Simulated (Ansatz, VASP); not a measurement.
Ti: VASP beside Ansatz

Contents of INCAR:

```
SYSTEM = Ti
AGGAC = 1.0 ; AGGAX = 1.0
ALDAC = 0.0 ; ALDAX = 1.0
ALGO = Normal ; EDIFF = 1E-7
EDIFFG = -0.01 ; ENCUT = 500
GGA = B5 ; GGA_COMPAT = .FALSE.
IBRION = 2 ; ISIF = 3
ISMEAR = -1 ; IVDW = 12
LASPH = .TRUE. ; LCHARG = .FALSE.
LREAL = .FALSE. ; LWAVE = .FALSE.
NELM = 120 ; NELMIN = 4
NSW = 80 ; PREC = Accurate
SIGMA = 0.15 ; VDW_A1 = 0.4298
VDW_A2 = 4.2359 ; VDW_S6 = 1.0
VDW_S8 = 2.6996
```

Contents of KPOINTS:

```
k-points
0
G
  12 12 12
  0 0 0
```

POSCAR

```
Ti
1.0
   -1.6410000000      1.6410000000      1.6410000000
    1.6410000000     -1.6410000000      1.6410000000
    1.6410000000      1.6410000000     -1.6410000000
Ti
1
Direct
    0.0000000000      0.0000000000      0.0000000000
```

Input for Ansatz:

```yaml
crystal:
  lattice:
    bravais: bcc
    a: 3.282
  space_group: 229
  atoms:
    - { symbol: Ti, position: [0.0, 0.0, 0.0] }
  reduce_to_primitive: true
kpoints:
  mp_grid:
    grid: [12, 12, 12]
hamiltonian:
  xc: blyp
  dispersion: d3bj
scf:
  occupations:
    method: fermi_dirac
    width: 0.15
relax:
  f_tol: 0.01
  cell: {}
```

Alike in both runs: task relaxation of cell and atoms; functional BLYP; dispersion D3(BJ); k mesh 12 × 12 × 12; occupations fermi-dirac, width 0.15 eV; no spin polarisation.

|  | VASP | Ansatz |
| --- | --- | --- |
| version | VASP 6.6.1 | Ansatz 0.2.0 |
| potentials or method | VASP PAW PBE potentials, release 64 (Ti_sv) | plane waves, PAW |
| plane-wave cutoff (eV) | 500 | 420 |
| valence electrons in the cell | 12 | 12 |

```tsv
	VASP	Ansatz	Ansatz less VASP
relaxed volume (Å³/atom)	15.43	15.45	+0.020
relaxed cell length with the largest relative difference (Å)	2.716	2.717	+0.0011
```

VASP's potentials were made for PBE, not for BLYP.
